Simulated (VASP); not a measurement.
# MgW (P4/mmm) in VASP: relaxation of cell and atoms with PBE

Aim: the relaxation of cell and atoms of MgW with PBE.

Program: VASP 6.6.1. These are calculated values, not measurements. Logs are shortened: lines on timing, memory, paths and dates and some standing lists are left out, and cuts for length are marked.

## Step 1: The cell of the first run

The structure is tetragonal, space group P4/mmm (No. 123). Conventional cell: a = 2.710 Å, b = 2.710 Å, c = 4.645 Å, α = 90.00°, β = 90.00°, γ = 90.00°. Within 3.6 Å of Mg (site symmetry 4/mmm) lie 4 Mg at 2.71 Å and 8 W at 3.01 Å. W (site symmetry 4/mmm) has 4 W at 2.71 Å and 8 Mg at 3.01 Å within 3.6 Å.

The cell was generated, and may not be a known phase.

## Step 2: Relaxation of cell and atoms, PBE

Input file INCAR:

```
SYSTEM = MgW
PREC = Accurate
ENCUT = 600
EDIFF = 1E-6
ISMEAR = 0
SIGMA = 0.1
LREAL = .False.
LASPH = .True.
NELM = 100
ALGO = Fast
ISIF = 3
LWAVE = .False.
LCHARG = .False.
GGA = PE
IBRION = 2
NSW = 100
EDIFFG = -0.01
```

Input file KPOINTS:

```
regular mesh
0
Gamma
  16 16 10
  0 0 0
```

Input file POSCAR:

```
MgW
1.0
    2.7103469281      0.0000000000      0.0000000000
    0.0000000000      2.7103469281      0.0000000000
    0.0000000000      0.0000000000      4.6449234225
Mg W
1 1
Direct
    0.0000000000      0.0000000000      0.0000000000
    0.5000000000      0.5000000000      0.5000000000
```

Potentials or basis: VASP PAW PBE potentials, release 64 (Mg, W_sv).

Launch:

```bash
$ cat potpaw_PBE.64/Mg/POTCAR potpaw_PBE.64/W_sv/POTCAR > POTCAR
$ mpirun -np 1 vasp_std > vasp.out
```

OUTCAR:

```text
SYSTEM = MgW
   PREC = Accurate
   ENCUT = 600
   EDIFF = 1E-6
   ISMEAR = 0
   LREAL = .False.
   LASPH = .True.
   NELM = 100
   ISIF = 3
   GGA = PE
   IBRION = 2
   NSW = 100
   EDIFFG = -0.01

 ion  position               nearest neighbor table
   1  0.000  0.000  0.000-   2 3.01   2 3.01   2 3.01   2 3.01   2 3.01   2 3.01   2 3.01   2 3.01

   2  0.500  0.500  0.500-   1 3.01   1 3.01   1 3.01   1 3.01   1 3.01   1 3.01   1 3.01   1 3.01

  LATTYP: Found a simple tetragonal cell.
 ALAT       =     2.7103469281
 C/A-ratio  =     1.7137744893

  Lattice vectors:

 A1 = (   2.7103469281,   0.0000000000,   0.0000000000)
 A2 = (   0.0000000000,   2.7103469281,   0.0000000000)
 A3 = (   0.0000000000,   0.0000000000,   4.6449234225)

Analysis of symmetry for initial positions (statically):
=====================================================================
 Subroutine PRICEL returns:
 Original cell was already a primitive cell.

 Routine SETGRP: Setting up the symmetry group for a
 simple tetragonal supercell.

 Subroutine GETGRP returns: Found 16 space group operations
 (whereof 16 operations were pure point group operations)
 out of a pool of 16 trial point group operations.

The static configuration has the point symmetry D_4h.

Analysis of symmetry for dynamics (positions and initial velocities):
=====================================================================
 Subroutine PRICEL returns:
 Original cell was already a primitive cell.

 Routine SETGRP: Setting up the symmetry group for a
 simple tetragonal supercell.

 Subroutine GETGRP returns: Found 16 space group operations
 (whereof 16 operations were pure point group operations)
 out of a pool of 16 trial point group operations.

The dynamic configuration has the point symmetry D_4h.

 Subroutine INISYM returns: Found 16 space group operations
 (whereof 16 operations are pure point group operations),
 and found     1 'primitive' translations

----------------------------------------------------------------------------------------

                                     Primitive cell

  volume of cell :      34.1215

  direct lattice vectors                    reciprocal lattice vectors
     2.710346928  0.000000000  0.000000000     0.368956457  0.000000000  0.000000000
     0.000000000  2.710346928  0.000000000     0.000000000  0.368956457  0.000000000
     0.000000000  0.000000000  4.644923422     0.000000000  0.000000000  0.215288802

  length of vectors
     2.710346928  2.710346928  4.644923422     0.368956457  0.368956457  0.215288802

  position of ions in fractional coordinates (direct lattice)
     0.000000000  0.000000000  0.000000000
     0.500000000  0.500000000  0.500000000

  ion indices of the primitive-cell ions
   primitive index   ion index
                 1           1
                 2           2

----------------------------------------------------------------------------------------

 KPOINTS: regular mesh

Automatic generation of k-mesh.
 Grid dimensions read from file:
 generate k-points for:   16   16   10

 Generating k-lattice:

  Cartesian coordinates                     Fractional coordinates (reciprocal lattice)
     0.023059779  0.000000000  0.000000000     0.062500000  0.000000000  0.000000000
     0.000000000  0.023059779  0.000000000     0.000000000  0.062500000  0.000000000
     0.000000000  0.000000000  0.021528880     0.000000000  0.000000000  0.100000000

  Length of vectors
     0.023059779  0.023059779  0.021528880

  Shift w.r.t. Gamma in fractional coordinates (k-lattice)
     0.000000000  0.000000000  0.000000000

 Subroutine IBZKPT returns following result:
 ===========================================

 Found    270 irreducible k-points:

 Following reciprocal coordinates:
            Coordinates               Weight
  0.000000  0.000000  0.000000      1.000000
  0.062500  0.000000  0.000000      4.000000
  0.125000  0.000000  0.000000      4.000000
  0.187500  0.000000  0.000000      4.000000
  0.250000  0.000000  0.000000      4.000000
  0.312500  0.000000  0.000000      4.000000
[... 16 lines left out ...]
  0.437500  0.125000  0.000000      8.000000
  0.500000  0.125000  0.000000      4.000000
 [... further k-points ...]
   k-points           NKPTS =    270   k-points in BZ     NKDIM =    270   number of bands    NBANDS=     12
   number of dos      NEDOS =    301   number of ions     NIONS =      2
   total plane-waves  NPLWV =  23040
   dimension x,y,z NGX =    24 NGY =   24 NGZ =   40
   dimension x,y,z NGXF=    48 NGYF=   48 NGZF=   80
   ions per type =               1   1
   NGX,Y,Z   is equivalent  to a cutoff of  14.72, 14.72, 14.32 a.u.
   NGXF,Y,Z  is equivalent  to a cutoff of  29.44, 29.44, 28.63 a.u.
 SYSTEM =  MgW
   PREC   = accura    normal or accurate (medium, high low for compatibility)
   ISTART =      0    job   : 0-new  1-cont  2-samecut
   ICHARG =      2    charge: 1-file 2-atom 10-const
   ISPIN  =      1    spin polarized calculation?
   LNONCOLLINEAR =      F non collinear calculations
   LSORBIT =      F    spin-orbit coupling
   LASPH  =      T    aspherical Exc in radial PAW
   ENCUT  =  600.0 eV  44.10 Ry    6.64 a.u.   5.41  5.41  9.28*2*pi/ulx,y,z
   NELM   =    100;   NELMIN=  2; NELMDL= -5     # of ELM steps
   EDIFF  = 0.1E-05   stopping-criterion for ELM
   LREAL  =      F    real-space projection
   EDIFFG = -.1E-01   stopping-criterion for IOM
   NSW    =    100    number of steps for IOM
   IBRION =      2    ionic relax: 0-MD 1-quasi-New 2-CG
   NFREE  =      1    steps in history (QN), initial steepest desc. (CG)
   ISIF   =      3    stress and relaxation
   ISYM   =      2    0-nonsym 1-usesym 2-fastsym
   POTIM  = 0.5000    time-step for ionic-motion
   TEBEG  =    0.0;   TEEND  =   0.0 temperature during run
   PSTRESS=    0.0 pullay stress
   NELECT =      16.0000    total number of electrons
   NUPDOWN=      -1.0000    fix difference up-down
   EMIN   =  10.00;   EMAX   =-10.00  energy-range for DOS
   EFERMI =   0.00;   METHOD = LEGACY
   ISMEAR =     0;   SIGMA  =   0.10  broadening in eV -4-tet -1-fermi 0-gaus
   EFERMI_NEDOS =   21; number of points for ismear=-14 and -15
   IALGO  =     68    algorithm
   IMIX   =      4    mixing-type and parameters
     AMIX     =   0.40;   BMIX     =  1.00
     AMIX_MAG =   1.60;   BMIX_MAG =  1.00
  volume/ion in A,a.u.               =      17.06       115.13
  Fermi-wavevector in a.u.,A,eV,Ry     =   1.271858  2.403464 22.009103  1.617623
  Thomas-Fermi vector in A             =   2.404768
   LORBIT       =      0    0 simple, 1 ext, 2 COOP (PROOUT), +10 PAW based schemes
   GGA     = PE    functional components
   LHFCALC =     F    Hartree Fock is set to
   AEXX    =    0.0000 exact exchange contribution
   IVDW    =     0    specifies the selected vdW correction
   LEPSILON=     F    determine dielectric tensor
   LRPA    =     F    only Hartree local field effects (RPA)
 conjugate gradient relaxation of ions
 non-spin polarized calculation
 RMM-DIIS sequential band-by-band and
 Gauss-broadening in eV      SIGMA  =   0.10
  energy-cutoff  :      600.00
  volume of cell :       34.12
 maximum number of plane-waves:      1163
 NGX is ok and might be reduce to    24
   NGX = 11   NGY = 11   NGZ = 19

--------------------------------------- Ionic step        1  -------------------------------------------

 number of electron      16.0000001 magnetization

 Free energy of the ion-electron system (eV)
  ---------------------------------------------------
  ext. energy  EPLUGINS =         0.00000000
  ---------------------------------------------------
  free energy    TOTEN  =       -13.49905201 eV

  energy without entropy =      -13.49413211  energy(sigma->0) =      -13.49659206

------------------------ aborting loop because EDIFF is reached ----------------------------------------

  FORCE on cell =-STRESS in cart. coord.  units (eV):
  Direction    XX          YY          ZZ          XY          YZ          ZX
  --------------------------------------------------------------------------------------
  -------------------------------------------------------------------------------------
  Total        0.2444391      0.2444391     -0.0235168      0.0000000      0.0000000      0.0000000
  in kB       11.4776473     11.4776473     -1.1042330      0.0000000      0.0000000      0.0000000
  external PRESSURE =       7.2836872 kB  Pullay stress =       0.0000000 kB

 VOLUME and BASIS-vectors are now :
 -----------------------------------------------------------------------------
  energy-cutoff  :      600.00
  volume of cell :       34.12
      direct lattice vectors                 reciprocal lattice vectors
     2.710346928  0.000000000  0.000000000     0.368956457  0.000000000  0.000000000
     0.000000000  2.710346928  0.000000000     0.000000000  0.368956457  0.000000000
     0.000000000  0.000000000  4.644923422     0.000000000  0.000000000  0.215288802
[... 73 lines left out ...]
 POSITION                                       TOTAL-FORCE (eV/Angst)
 -----------------------------------------------------------------------------------
      0.00000      0.00000      0.00000         0.000000      0.000000      0.000000
      1.35910      1.35910      2.32181        -0.000000      0.000000      0.000000
 -----------------------------------------------------------------------------------
    total drift:                                0.000000      0.000000     -0.000000

  FREE ENERGIE OF THE ION-ELECTRON SYSTEM (eV)
  ---------------------------------------------------
  free  energy   TOTEN  =       -13.4997476172 eV

  energy  without entropy=      -13.4946460528  energy(sigma->0) =      -13.49719683

--------------------------------------- Ionic step        4  -------------------------------------------

 number of electron      16.0000000 magnetization

 Free energy of the ion-electron system (eV)
  ---------------------------------------------------
  ext. energy  EPLUGINS =         0.00000000
  ---------------------------------------------------
  free energy    TOTEN  =       -13.49983461 eV

  energy without entropy =      -13.49470666  energy(sigma->0) =      -13.49727064

 E-fermi :   6.7545     XC(G=0): -11.3451

 val. band max:        6.7541534310   @ k =   0.5000   0.1250   0.5000
 cond. band min:       6.7632283716   @ k =   0.4375   0.0625   0.5000
 fundamental gap:      0.0090749406
 Fermi energy:         6.7545182216

 k-point     1 :       0.0000    0.0000    0.0000
  band No.  band energies     occupation
      1     -67.0104      2.00000
      2     -31.2511      2.00000
      3     -30.7222      2.00000
      4     -30.7222      2.00000
      5      -1.4119      2.00000
      6       2.8737      2.00000
      7       3.5584      2.00000
      8       6.3402      2.00000
      9       9.2370      0.00000
     10       9.2370      0.00000
     11      11.3690      0.00000
     12      12.0852      0.00000

 k-point     2 :       0.0625    0.0000    0.0000
  band No.  band energies     occupation
      1     -67.0080      2.00000
      2     -31.2471      2.00000
      3     -30.7601      2.00000
      4     -30.7191      2.00000
      5      -1.3075      2.00000
      6       2.9670      2.00000
      7       3.6555      2.00000
      8       6.2059      2.00000
      9       9.2601      0.00000
     10       9.3012      0.00000
     11      11.1927      0.00000
     12      12.1103      0.00000
[... 316 lines left out ...]
 k-point    24 :       0.5000    0.1250    0.0000
  band No.  band energies     occupation
      1     -66.9367      2.00000
      2     -31.6424      2.00000
      3     -31.1295      2.00000
      4     -30.7773      2.00000
      5       3.0838      2.00000
      6       3.8460      2.00000
      7       4.6782      2.00000
      8       5.2309      2.00000
      9       7.8130      0.00000
     10       8.3824      0.00000
     11      12.7333      0.00000
     12      13.3858      0.00000

 [... further k-points ...]
[... 5 lines left out ...]
  --------------------------------------------------------------------------------------
  -------------------------------------------------------------------------------------
  Total        0.0049743      0.0049743      0.0098303      0.0000000      0.0000000     -0.0000000
  in kB        0.2326262      0.2326262      0.4597212      0.0000000      0.0000000     -0.0000000
  external PRESSURE =       0.3083245 kB  Pullay stress =       0.0000000 kB

 VOLUME and BASIS-vectors are now :
 -----------------------------------------------------------------------------
  energy-cutoff  :      600.00
  volume of cell :       34.26
      direct lattice vectors                 reciprocal lattice vectors
     2.718980175  0.000000000  0.000000000     0.367784955  0.000000000 -0.000000000
     0.000000000  2.718980175  0.000000000     0.000000000  0.367784955  0.000000000
     0.000000000  0.000000000  4.634139615     0.000000000 -0.000000000  0.215789787

 POSITION                                       TOTAL-FORCE (eV/Angst)
 -----------------------------------------------------------------------------------
      0.00000      0.00000      0.00000         0.000000      0.000000      0.000000
      1.35949      1.35949      2.31707        -0.000000      0.000000      0.000000
 -----------------------------------------------------------------------------------
    total drift:                                0.000000      0.000000     -0.000000

  FREE ENERGIE OF THE ION-ELECTRON SYSTEM (eV)
  ---------------------------------------------------
  free  energy   TOTEN  =       -13.4998346123 eV

  energy  without entropy=      -13.4947066628  energy(sigma->0) =      -13.49727064

 reached required accuracy - stopping structural energy minimisation
```

Run time: 3 min. Hardware: 1 thread of Intel Xeon Platinum 8259CL at 2.50GHz (Skylake/Cascade Lake), shared host; peak memory 0.3 GiB.

Results:

| Property | Result |
| --- | --- |
| Free energy | -13.4998 eV |
| Relaxed volume | 17.13 Å³/atom |
| Relaxed cell | a = 2.719 Å, b = 2.719 Å, c = 4.634 Å, α = 90.00°, β = 90.00°, γ = 90.00° |
| Space group after relaxing (to 0.1 Å) | P4/mmm (No. 123) |
| Energy gained by relaxing | 0.4 meV/atom |
| Ionic steps | 4 |
| Pressure after relaxing | 0.0 GPa |
| Band gap on the k mesh | zero (bands 8 and 9 overlap by 1.56 eV) |

Step by step:
```
step  energy change (eV)  largest force (eV/Å)  pressure (GPa)  volume (Å³)
   1              0.0000                0.0000            0.73        34.12
   2              0.0000                0.0000           -0.98        34.51
   3             -0.0007                0.0000           -0.15        34.31
   4             -0.0008                0.0000            0.03        34.26
```

Final structure:
```cif
data_structure
_symmetry_space_group_name_H-M 'P 1'
_symmetry_Int_Tables_number 1
_cell_length_a 2.7190
_cell_length_b 2.7190
_cell_length_c 4.6341
_cell_angle_alpha 90.000
_cell_angle_beta 90.000
_cell_angle_gamma 90.000
_cell_volume 34.26
loop_
_atom_site_label
_atom_site_type_symbol
_atom_site_fract_x
_atom_site_fract_y
_atom_site_fract_z
_atom_site_occupancy
Mg1 Mg 0.00000 0.00000 0.00000 1
W1 W 0.50000 0.50000 0.50000 1
```

Caveat: spin-orbit coupling is left out, which moves the levels of the heavy elements.
